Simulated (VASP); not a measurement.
GaN: single point with PBE

The system is GaN.

```xyz
4
Lattice="3.1513 0.0000 0.0000 -1.5757 2.7291 0.0000 0.0000 0.0000 5.2081" Properties=species:S:1:pos:R:3 pbc="T T T"
Ga    0.0000    1.8194    0.0018
Ga    1.5757    0.9097    2.6059
N     0.0000    1.8194    1.9512
N     1.5757    0.9097    4.5553
```

This cell differs from its parent crystal: epitaxial xy strain -1.0%.

```json
{
 "Program": "VASP 6.6.1",
 "Task": "single point",
 "Functional": "PBE",
 "Potentials or basis": "VASP PAW PBE potentials, release 64 (Ga_d, N)",
 "Cutoff": "520 eV",
 "k mesh": "12 × 12 × 6",
 "Occupations": "fermi-dirac, width 0.02 eV",
 "Spin": "no spin polarisation"
}
```

The pressure is 9.4 GPa, the largest force is 0.016 eV/Å and the band gap on the k mesh is 1.98 eV.

Forces on the atoms (eV/Å):
```
Ga   0.000  0.000  0.016
Ga   0.000  0.000  0.016
N    0.000  0.000 -0.016
N    0.000  0.000 -0.016
```

Stress tensor (GPa, compression positive):
```
10.85  0.00  0.00
 0.00 10.85  0.00
 0.00  0.00  6.50
```

Levels at points of the mesh, in eV from the valence-band top:
```tsv
k point	band 15	band 16	band 17	band 18	band 19	band 20	band 21	band 22
(0.00, 0.00, 0.00)	-1.02	-0.13	0.00	0.00	1.98	4.51	9.16	10.11
(0.50, 0.00, 0.00)	-4.33	-2.77	-2.32	-1.04	5.20	5.63	5.96	8.67
(0.00, 0.00, 0.50)	-0.52	-0.52	-0.52	-0.52	4.39	4.39	8.49	8.49
(0.50, 0.00, 0.50)	-2.04	-2.04	-1.97	-1.97	4.39	4.39	7.85	7.85
```

Wall time 43 s on 1 thread of Intel(R) Xeon(R) 6975P-C (Granite Rapids), with other jobs on the host, peak memory 0.2 GiB.

Caveat: the cell differs from its parent crystal (epitaxial xy strain -1.0%); the cell stands under pressure.
